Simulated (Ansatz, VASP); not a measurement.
Two plane-wave programs on Al2Cu

```
CELL_PARAMETERS angstrom
4.08670 0.00135 -0.01002
0.00135 4.10256 0.01784
-0.00706 0.01256 2.90854
ATOMIC_POSITIONS crystal
Al 0.46876 0.01180 0.47665
Al 0.02139 0.50743 0.42700
Cu 0.02514 0.03529 0.01816
```

Change from the starting cell: kmesh displaced: [1, 1, 1] Gamma-centred.

Alike in both runs: task single point; functional r2SCAN; k mesh 1 × 1 × 1; occupations gaussian, width 0.1 eV; no spin polarisation.

|  | VASP | Ansatz |
| --- | --- | --- |
| version | VASP 6.6.1 | Ansatz 0.2.0 |
| potentials or method | VASP PAW PBE potentials, release 64 (Al, Cu_sv_GW), cutoff 900 eV | scalar-relativistic, plane waves, PAW |
| valence electrons in the cell | 25 | 25 |

Ansatz gave:

| Property | Result |
| --- | --- |
| pressure (GPa) | 3.7 |
| traceless stress, the component that is largest in VASP (GPa) | -101.41 |
| rms of the force components (eV/Å) | 1.374 |

Which values does VASP return?

Pressure (GPa): 3.3; traceless stress, the component that is largest in VASP (GPa): -101.47; rms of the force components (eV/Å): 1.370.

VASP's potentials were made for PBE, not for r2SCAN. Atom by atom the forces differ by 0.007 eV/Å (rms over components).

The k mesh is coarse, so the values compare programs but aren't converged.
